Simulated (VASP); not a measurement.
Wanted: the native input for a VASP 6.6.1 run.

- Task: single point
- Functional: r2SCAN
- Potentials or basis: VASP PAW PBE potentials, release 64 (Cd_sv_GW, F)
- Cutoff: 770 eV
- k mesh: 8 × 8 × 8
- Occupations: gaussian, width 0.05 eV
- Spin: no spin polarisation
- Dipole correction: no
- Further INCAR settings: ALGO = Normal; EDIFF = 1e-06; NBANDS = 24

Crystal: CdF2.

```
CELL_PARAMETERS angstrom
0.00000 2.69400 2.69400
2.69400 0.00000 2.69400
2.69400 2.69400 0.00000
ATOMIC_POSITIONS crystal
Cd 0.01392 0.98608 0.01392
F 0.25000 0.25000 0.25000
F 0.75000 0.75000 0.75000
```

This cell differs from its parent crystal: all Cd atoms moved +0.075 Å, as atom 1 along Cartesian [0 1 0].

These files were run (other wordings do the same):

POSCAR

```
CdF2
1.0
    0.0000000000      2.6940000000      2.6940000000
    2.6940000000      0.0000000000      2.6940000000
    2.6940000000      2.6940000000      0.0000000000
Cd F
1 2
Direct
    0.0139198218     -0.0139198218      0.0139198218
    0.2500000000      0.2500000000      0.2500000000
    0.7500000000      0.7500000000      0.7500000000
```

INCAR.step1

```
  PREC = Accurate
  ENCUT = 770
  ISMEAR = 0
  SIGMA = 0.05
  LREAL = False
  LASPH = True
  NELM = 120
  NBANDS = 24
  GGA = PE
  ALGO = Normal
  EDIFF = 1E-5
  LWAVE = True
  LCHARG = False
  GGA_COMPAT = False
```

INCAR.step2

```
  PREC = Accurate
  ENCUT = 770
  EDIFF = 1E-6
  ISMEAR = 0
  SIGMA = 0.05
  LREAL = False
  LASPH = True
  NELM = 120
  ALGO = Normal
  ISIF = 2
  LWAVE = False
  LCHARG = True
  METAGGA = R2SCAN
  LMIXTAU = True
  LELF = True
  LVHAR = True
  NBANDS = 24
  ISTART = 1
  GGA_COMPAT = False
```

KPOINTS

```
regular mesh
0
Gamma
  8 8 8
```

Potentials or basis: VASP PAW PBE potentials, release 64 (Cd_sv_GW, F).

Run with:

```sh
$ cat potpaw_PBE.64/Cd_sv_GW/POTCAR potpaw_PBE.64/F/POTCAR > POTCAR
$ cp INCAR.step1 INCAR
$ mpirun -np 1 vasp_std > vasp.out
$ cp INCAR.step2 INCAR
$ mpirun -np 1 vasp_std > vasp.out
```

Results of the run:

```yaml
Pressure: -0.1 GPa
Largest_force: 0.396 eV/Å
Band_gap_on_the_k_mesh: 3.78 eV (least direct gap 4.30 eV)
```

Caveat: the cell differs from its parent crystal (all Cd atoms moved +0.075 Å, as atom 1 along Cartesian [0 1 0]); the PAW data sets were made with another functional, which shifts forces and pressure a little.

Wall time 5.9 min on 1 thread of Intel(R) Xeon(R) Platinum 8259CL CPU @ 2.50GHz (Skylake/Cascade Lake), with other jobs on the host, peak memory 0.3 GiB.
